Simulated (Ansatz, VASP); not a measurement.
Ga: VASP beside Ansatz

```
Ga
1.0
     2.31080   -3.87292    0.00000
     2.31080    3.87292    0.00000
     0.00000    0.00000    4.54631
Ga
4
Direct
  0.84421 0.15579 0.08394
  0.65579 0.34421 0.58394
  0.15579 0.84421 0.91606
  0.34421 0.65579 0.41606
```

Alike in both runs: task single point; functional PBE; k mesh 8 × 8 × 7; no spin polarisation.

```csv
,VASP,Ansatz
version,VASP 6.6.1,Ansatz 0.2.0
potentials or method,"VASP PAW PBE potentials, release 64 (Ga_d), cutoff 520 eV","plane waves (420 eV) with PAW, scalar-relativistic"
occupations,"methfessel-paxton of order 1, width 0.1 eV","cold, width 0.1 eV"
valence electrons in the cell,52,52
```

Ansatz gave:

- pressure (GPa): 0.0

Q: What did VASP give for the same quantities?

A: Pressure (GPa): 0.2.
